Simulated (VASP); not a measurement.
# ZnO (I4/mmm) in VASP: further runs, part 2 of 2

VASP 6.6.1.

### 3 Single point, LDA

Contents of INCAR:

```
SYSTEM = ZnO
  ALGO = Normal
  EDIFF = 1E-6
  ENCUT = 520
  ISIF = 2
  ISMEAR = 0
  LASPH = .True.
  LCHARG = .True.
  LELF = .True.
  LREAL = .False.
  LVHAR = .True.
  LWAVE = .False.
  NBANDS = 16
  NELM = 60
  PREC = Accurate
  SIGMA = 0.05
```

Contents of KPOINTS:

```
k-points
0
Gamma
  12 12 12
  0 0 0
```

Contents of POSCAR:

```
ZnO
1.0
    0.0000000000      2.1344448801      2.2411671242
    2.1344448801      0.0000000000      2.2411671242
    2.1344448801      2.1344448801      0.0000000000
Zn O
1 1
Direct
    0.0000000000      0.0000000000      0.0000000000
    0.5000000000      0.5000000000      0.5000000000
```

Potentials or basis: VASP PAW LDA potentials, release 64 (Zn, O).

Launch:

```console
cat potpaw_LDA.64/Zn/POTCAR potpaw_LDA.64/O/POTCAR > POTCAR
mpirun -np 1 vasp_std > vasp.out
```

OUTCAR:

```text
SYSTEM = ZnO
   EDIFF = 1E-6
   ENCUT = 520
   ISIF = 2
   ISMEAR = 0
   LASPH = .True.
   LREAL = .False.
   NELM = 60
   PREC = Accurate

 ion  position               nearest neighbor table
   1  0.000  0.000  0.000-   2 2.13   2 2.13   2 2.13   2 2.13   2 2.24   2 2.24
   2  0.500  0.500  0.500-   1 2.13   1 2.13   1 2.13   1 2.13   1 2.24   1 2.24

  LATTYP: Found a body centered tetragonal cell.
 ALAT       =     3.0185608976
 C/A-ratio  =     1.4849242406

  Lattice vectors:

 A1 = (  -2.1344448801,   0.0000000000,   2.2411671242)
 A2 = (   2.1344448801,   0.0000000000,   2.2411671242)
 A3 = (   0.0000000000,   2.1344448801,  -2.2411671242)

Analysis of symmetry for initial positions (statically):
=====================================================================
 Subroutine PRICEL returns:
 Original cell was already a primitive cell.

 Routine SETGRP: Setting up the symmetry group for a
 body centered tetragonal supercell.

 Subroutine GETGRP returns: Found 16 space group operations
 (whereof 16 operations were pure point group operations)
 out of a pool of 16 trial point group operations.

The static configuration has the point symmetry D_4h.

Analysis of symmetry for dynamics (positions and initial velocities):
=====================================================================
 Subroutine PRICEL returns:
 Original cell was already a primitive cell.

 Routine SETGRP: Setting up the symmetry group for a
 body centered tetragonal supercell.

 Subroutine GETGRP returns: Found 16 space group operations
 (whereof 16 operations were pure point group operations)
 out of a pool of 16 trial point group operations.

The dynamic configuration has the point symmetry D_4h.

 Subroutine INISYM returns: Found 16 space group operations
 (whereof 16 operations are pure point group operations),
 and found     1 'primitive' translations

----------------------------------------------------------------------------------------

                                     Primitive cell

[... 105 lines left out ...]
   ISMEAR =     0;   SIGMA  =   0.05  broadening in eV -4-tet -1-fermi 0-gaus
   EFERMI_NEDOS =   21; number of points for ismear=-14 and -15
   IALGO  =     38    algorithm
   IMIX   =      4    mixing-type and parameters
     AMIX     =   0.40;   BMIX     =  1.00
     AMIX_MAG =   1.60;   BMIX_MAG =  1.00
  volume/ion in A,a.u.               =      10.21        68.90
  Fermi-wavevector in a.u.,A,eV,Ry     =   1.569667  2.966241 33.522790  2.463856
  Thomas-Fermi vector in A             =   2.671516
   LORBIT       =      0    0 simple, 1 ext, 2 COOP (PROOUT), +10 PAW based schemes
   GGA     = CA    functional components
   LHFCALC =     F    Hartree Fock is set to
   AEXX    =    0.0000 exact exchange contribution
   IVDW    =     0    specifies the selected vdW correction
   LEPSILON=     F    determine dielectric tensor
   LRPA    =     F    only Hartree local field effects (RPA)
 non-spin polarized calculation
 Gauss-broadening in eV      SIGMA  =   0.05
  energy-cutoff  :      520.00
  volume of cell :       20.42
 maximum number of plane-waves:       563
   NGX = 11   NGY = 11   NGZ = 11

 number of electron      18.0000014 magnetization

 Free energy of the ion-electron system (eV)
  ---------------------------------------------------
  ext. energy  EPLUGINS =         0.00000000
  ---------------------------------------------------
  free energy    TOTEN  =       -10.28622709 eV

  energy without entropy =      -10.28622709  energy(sigma->0) =      -10.28622709

 E-fermi :   2.3875     XC(G=0): -12.5588

 val. band max:        2.1709398498   @ k =   0.5000   0.0000   0.0000
 cond. band min:       2.7427319129   @ k =   0.0000   0.0000   0.0000
 fundamental gap:      0.5717920631
 Fermi energy:         2.3874656624

 k-point     1 :       0.0000    0.0000    0.0000
  band No.  band energies     occupation
      1     -15.9425      2.00000
      2      -2.9111      2.00000
      3      -2.8415      2.00000
      4      -2.8415      2.00000
      5      -2.7192      2.00000
      6      -2.6223      2.00000
[... 433 lines left out ...]
      3      -3.6374      2.00000
      4      -3.6090      2.00000
      5      -2.5008      2.00000
      6      -2.4575      2.00000
[... 8 lines left out ...]
     15      24.1053      0.00000
     16      25.4110      0.00000

 [... further k-points ...]
[... 5 lines left out ...]
  --------------------------------------------------------------------------------------
  -------------------------------------------------------------------------------------
  Total       -1.6090634     -1.6090634     -1.8763387      0.0000000      0.0000000     -0.0000000
  in kB     -126.2436667   -126.2436667   -147.2135175      0.0000000      0.0000000     -0.0000000
  external PRESSURE =    -133.2336170 kB  Pullay stress =       0.0000000 kB

 VOLUME and BASIS-vectors are now :
 -----------------------------------------------------------------------------
  energy-cutoff  :      520.00
  volume of cell :       20.42
      direct lattice vectors                 reciprocal lattice vectors
     0.000000000  2.134444880  2.241167124    -0.234252945  0.234252945  0.223098043
     2.134444880  0.000000000  2.241167124     0.234252945 -0.234252945  0.223098043
     2.134444880  2.134444880  0.000000000     0.234252945  0.234252945 -0.223098043

 POSITION                                       TOTAL-FORCE (eV/Angst)
 -----------------------------------------------------------------------------------
      0.00000      0.00000      0.00000         0.000000     -0.000000      0.000000
      2.13444      2.13444      2.24117        -0.000000      0.000000      0.000000
 -----------------------------------------------------------------------------------
    total drift:                                0.000000     -0.000000     -0.000000

  FREE ENERGIE OF THE ION-ELECTRON SYSTEM (eV)
  ---------------------------------------------------
  free  energy   TOTEN  =       -10.2862270866 eV

  energy  without entropy=      -10.2862270866  energy(sigma->0) =      -10.28622709
```

OSZICAR:

```text
N       E                     dE             d eps       ncg     rms          rms(c)
DAV:   1     0.880021053359E+02    0.88002E+02   -0.96786E+03  5488   0.171E+03
DAV:   2    -0.715853844161E+01   -0.95161E+02   -0.85836E+02  5712   0.292E+02
DAV:   3    -0.116840086112E+02   -0.45255E+01   -0.45085E+01  6224   0.646E+01
DAV:   4    -0.117048119240E+02   -0.20803E-01   -0.20802E-01  6240   0.434E+00
DAV:   5    -0.117048760749E+02   -0.64151E-04   -0.64151E-04  6352   0.231E-01    0.879E+00
DAV:   6    -0.103424977606E+02    0.13624E+01   -0.26805E+00  8008   0.518E+01    0.609E+00
DAV:   7    -0.103128604904E+02    0.29637E-01   -0.47294E-01  6176   0.115E+01    0.332E+00
DAV:   8    -0.102893403497E+02    0.23520E-01   -0.91533E-02  5600   0.272E+00    0.528E-01
DAV:   9    -0.102862116587E+02    0.31287E-02   -0.59391E-03  7880   0.128E+00    0.102E-01
DAV:  10    -0.102862292446E+02   -0.17586E-04   -0.10467E-03  5504   0.270E-01    0.488E-02
DAV:  11    -0.102862272930E+02    0.19517E-05   -0.13047E-05  6568   0.357E-02    0.366E-03
DAV:  12    -0.102862270866E+02    0.20637E-06   -0.11593E-06  3784   0.157E-02
   1 F= -.10286227E+02 E0= -.10286227E+02  d E =-.493864E-12
```

Run time: 96 s. Hardware: 1 thread of AMD EPYC 7R13, shared host; peak memory 0.14 GiB.

Results:

* Free energy: -10.2862 eV
* Pressure: -13.3 GPa
* Band gap on the k mesh: 0.57 eV, indirect (least direct gap 1.77 eV)

Stress tensor (GPa, compression positive):
```
-12.62   0.00   0.00
  0.00 -12.62   0.00
  0.00   0.00 -14.72
```

 A k mesh can miss the band edges.
